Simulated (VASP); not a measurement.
# W12S in VASP: single point with PBE

Aim: the single point of W12S with PBE.

Program: VASP 6.6.1. These are calculated values, not measurements. Logs are shortened: lines on timing, memory, paths and dates and some standing lists are left out, and cuts for length are marked.

### Step 1. The cell of the first run

The cell holds a slab with vacuum, 13 atoms: a = 5.514 Å, b = 5.514 Å, c = 19.856 Å, α = 90.00°, β = 90.00°, γ = 109.47°.

### Step 2. Single point, PBE

File INCAR:

```
SYSTEM = W12S
  ALGO = Normal
  DIPOL = 0.5 0.5 0.328
  EDIFF = 1E-7
  ENCUT = 520
  GGA = PE
  IDIPOL = 3
  ISIF = 2
  ISMEAR = 0
  LASPH = .True.
  LCHARG = .False.
  LDIPOL = .True.
  LREAL = .False.
  LWAVE = .False.
  NBANDS = 99
  NELM = 100
  PREC = Accurate
  SIGMA = 0.1
```

File KPOINTS:

```
k-points
0
Gamma
  5 5 1
  0 0 0
```

File POSCAR:

```
W12S
1.0
    5.5143287168      0.0000000000      0.0000000000
   -1.8381095723      5.1989589724      0.0000000000
    0.0000000000      0.0000000000     19.8562160940
W S
12 1
Direct
    0.2500000000      0.2500000000      0.2014482508
    0.2500000000      0.7500000000      0.2014482508
    0.7500000000      0.2500000000      0.2014482508
    0.7500000000      0.7500000000      0.2014482508
    0.0000000000      0.0000000000      0.3111437106
    0.0000000000      0.5000000000      0.3111437106
    0.5000000000      0.0000000000      0.3111437106
    0.5000000000      0.5000000000      0.3111437106
    0.2500000000      0.2500000000      0.4208362789
    0.2500000000      0.7500000000      0.4208362789
    0.7500000000      0.2500000000      0.4208362789
    0.7500000000      0.7500000000      0.4208362789
    0.3333333333      0.6666666667      0.5253849340
```

Potentials or basis: VASP PAW PBE potentials, release 64 (W_sv, S).

Run with:

```console
$ cat potpaw_PBE.64/W_sv/POTCAR potpaw_PBE.64/S/POTCAR > POTCAR
$ mpirun -np 1 vasp_std > vasp.out
```

OUTCAR:

```text
SYSTEM = W12S
   EDIFF = 1E-7
   ENCUT = 520
   GGA = PE
   ISIF = 2
   ISMEAR = 0
   LASPH = .True.
   LREAL = .False.
   NELM = 100
   PREC = Accurate

 ion  position               nearest neighbor table
   1  0.250  0.250  0.201-   5 2.70   8 2.70   2 2.76   2 2.76   3 2.76   3 2.76   7 3.13   6 3.13
                             4 3.18   4 3.18
   2  0.250  0.750  0.201-   6 2.70   7 2.70   1 2.76   1 2.76   4 2.76   4 2.76   5 3.13   8 3.13
                             3 3.18   3 3.18
   3  0.750  0.250  0.201-   6 2.70   7 2.70   4 2.76   4 2.76   1 2.76   1 2.76   5 3.13   8 3.13
                             2 3.18   2 3.18
   4  0.750  0.750  0.201-   5 2.70   8 2.70   3 2.76   3 2.76   2 2.76   2 2.76   7 3.13   6 3.13
                             1 3.18   1 3.18
   5  0.000  0.000  0.311-   9 2.70  12 2.70   1 2.70   4 2.70   6 2.76   6 2.76   7 2.76   7 2.76
                            11 3.13  10 3.13   3 3.13   2 3.13   8 3.18   8 3.18
   6  0.000  0.500  0.311-  10 2.70  11 2.70   2 2.70   3 2.70   5 2.76   5 2.76   8 2.76   8 2.76
                             9 3.13  12 3.13   1 3.13   4 3.13   7 3.18   7 3.18
   7  0.500  0.000  0.311-  10 2.70  11 2.70   2 2.70   3 2.70   8 2.76   8 2.76   5 2.76   5 2.76
                             9 3.13  12 3.13   1 3.13   4 3.13   6 3.18   6 3.18
   8  0.500  0.500  0.311-   9 2.70  12 2.70   1 2.70   4 2.70   7 2.76   7 2.76   6 2.76   6 2.76
                            11 3.13  10 3.13   3 3.13   2 3.13   5 3.18   5 3.18
   9  0.250  0.250  0.421-   5 2.70   8 2.70  10 2.76  10 2.76  11 2.76  11 2.76  13 3.02   6 3.13
                             7 3.13  12 3.18  12 3.18
  10  0.250  0.750  0.421-  13 2.21   7 2.70   6 2.70   9 2.76   9 2.76  12 2.76  12 2.76   8 3.13
                             5 3.13  11 3.18  11 3.18
  11  0.750  0.250  0.421-   6 2.70   7 2.70  12 2.76  12 2.76   9 2.76   9 2.76   5 3.13   8 3.13
                            10 3.18  10 3.18
  12  0.750  0.750  0.421-   5 2.70   8 2.70  11 2.76  11 2.76  10 2.76  10 2.76  13 3.02   6 3.13
                             7 3.13   9 3.18   9 3.18
  13  0.333  0.667  0.525-  10 2.21   9 3.02  12 3.02

  LATTYP: Found a base centered orthorhombic cell.
 ALAT       =     6.3673983380
 B/A-ratio  =     1.4142135624
 C/A-ratio  =     3.1184190214

  Lattice vectors:

 A1 = (   5.5143287168,   0.0000000000,   0.0000000000)
 A2 = (  -1.8381095723,   5.1989589724,   0.0000000000)
 A3 = (   0.0000000000,   0.0000000000,  19.8562160940)

Analysis of symmetry for initial positions (statically):
=====================================================================
 Subroutine PRICEL returns:
 Original cell was already a primitive cell.

 Routine SETGRP: Setting up the symmetry group for a
 base centered orthorhombic supercell.

 Subroutine GETGRP returns: Found  2 space group operations
 (whereof  2 operations were pure point group operations)
[... 149 lines left out ...]
   AEXX    =    0.0000 exact exchange contribution
   IVDW    =     0    specifies the selected vdW correction
   LEPSILON=     F    determine dielectric tensor
   LRPA    =     F    only Hartree local field effects (RPA)
 non-spin polarized calculation
 Gauss-broadening in eV      SIGMA  =   0.10
  energy-cutoff  :      520.00
  volume of cell :      569.25
 maximum number of plane-waves:     15340
 NGX is ok and might be reduce to    42
   NGX = 21   NGY = 21   NGZ = 73

 dipolmoment           0.000000      0.000000     -0.003921 electrons x Angstroem

 number of electron     174.0000030 magnetization

 dipolmoment           0.000000      0.000000      0.030925 electrons x Angstroem

 Free energy of the ion-electron system (eV)
  ---------------------------------------------------
  ext. energy  EPLUGINS =         0.00000000
  ---------------------------------------------------
  free energy    TOTEN  =      -149.28320692 eV

  energy without entropy =     -149.21849250  energy(sigma->0) =     -149.25084971

 E-fermi :   0.9028     XC(G=0):  -5.9351

 val. band max:        0.8692844494   @ k =   0.4000   0.2000   0.0000
 cond. band min:       0.9152721471   @ k =  -0.2000   0.2000   0.0000
 fundamental gap:      0.0459876977
 Fermi energy:         0.9027734529

 k-point     1 :       0.0000    0.0000    0.0000
  band No.  band energies     occupation
      1     -73.2181      2.00000
      2     -73.1436      2.00000
      3     -73.1100      2.00000
      4     -73.0993      2.00000
      5     -73.0906      2.00000
      6     -73.0701      2.00000
[... 907 lines left out ...]
     98       2.1589      0.00000
     99       2.3395      0.00000

------------------------ aborting loop because EDIFF is reached ----------------------------------------

 vacuum level on the upper side and lower side of the slab       (xc-potential included)         0.029        -0.171

  FORCE on cell =-STRESS in cart. coord.  units (eV):
  Direction    XX          YY          ZZ          XY          YZ          ZX
  --------------------------------------------------------------------------------------
  -------------------------------------------------------------------------------------
  Total       -9.6846639    -12.2146957      2.3367661     -3.5780053     -2.0203396      2.8571901
  in kB      -27.2577248    -34.3785616      6.5768858    -10.0703840     -5.6862955      8.0416318
  external PRESSURE =     -18.3531335 kB  Pullay stress =       0.0000000 kB

 VOLUME and BASIS-vectors are now :
 -----------------------------------------------------------------------------
  energy-cutoff  :      520.00
  volume of cell :      569.25
      direct lattice vectors                 reciprocal lattice vectors
     5.514328717  0.000000000  0.000000000     0.181345736  0.064115400  0.000000000
    -1.838109572  5.198958972  0.000000000     0.000000000  0.192346200  0.000000000
     0.000000000  0.000000000 19.856216094     0.000000000  0.000000000  0.050362063

 POSITION                                       TOTAL-FORCE (eV/Angst)
 -----------------------------------------------------------------------------------
      0.91905      1.29974      4.00000        -0.097183     -0.009010     -0.134844
     -0.00000      3.89922      4.00000        -0.003678      0.002600      0.174233
      3.67622      1.29974      4.00000         0.061702     -0.043630      0.138027
      2.75716      3.89922      4.00000        -0.023899      0.094628     -0.134844
      0.00000      0.00000      6.17814         0.140201     -0.099137     -0.184056
     -0.91905      2.59948      6.17814        -0.254306     -0.257678     -0.467227
      2.75716      0.00000      6.17814         0.158173      0.325655     -0.467227
      1.83811      2.59948      6.17814        -0.072817      0.051490     -0.117529
      0.91905      1.29974      8.35622         0.131074     -0.167618      0.556850
     -0.00000      3.89922      8.35622        -1.240905      0.877453      0.563105
      3.67622      1.29974      8.35622        -0.213893      0.151245     -0.476646
      2.75716      3.89922      8.35622         0.201724     -0.067705      0.556850
      0.61270      3.46597     10.43216         1.213809     -0.858292     -0.006691
 -----------------------------------------------------------------------------------
    total drift:                                0.000015     -0.000011      0.000990

  FREE ENERGIE OF THE ION-ELECTRON SYSTEM (eV)
  ---------------------------------------------------
  free  energy   TOTEN  =      -149.2832069228 eV

  energy  without entropy=     -149.2184925047  energy(sigma->0) =     -149.25084971

 vacuum level on the upper side and lower side of the slab         5.930         5.724
```

Run time: 20 min. Hardware: 1 thread of Intel Xeon Platinum 8375C at 2.90GHz (Ice Lake), shared host; peak memory 0.75 GiB.

What came out:

* Free energy: -149.2832 eV
* Largest force: 1.621 eV/Å
* Band gap on the k mesh: zero (band 87 reaches 1.83 eV, above the bottom of band 88 at 0.47 eV)

Forces in eV/Å, atoms in the order of the input:
```
W   -0.097 -0.009 -0.135
W   -0.004  0.003  0.174
W    0.062 -0.044  0.138
W   -0.024  0.095 -0.135
W    0.140 -0.099 -0.184
W   -0.254 -0.258 -0.467
W    0.158  0.326 -0.467
W   -0.073  0.051 -0.118
W    0.131 -0.168  0.557
W   -1.241  0.877  0.563
W   -0.214  0.151 -0.477
W    0.202 -0.068  0.557
S    1.214 -0.858 -0.007
```

Caveat: spin-orbit coupling is left out, which moves the levels of the heavy elements.
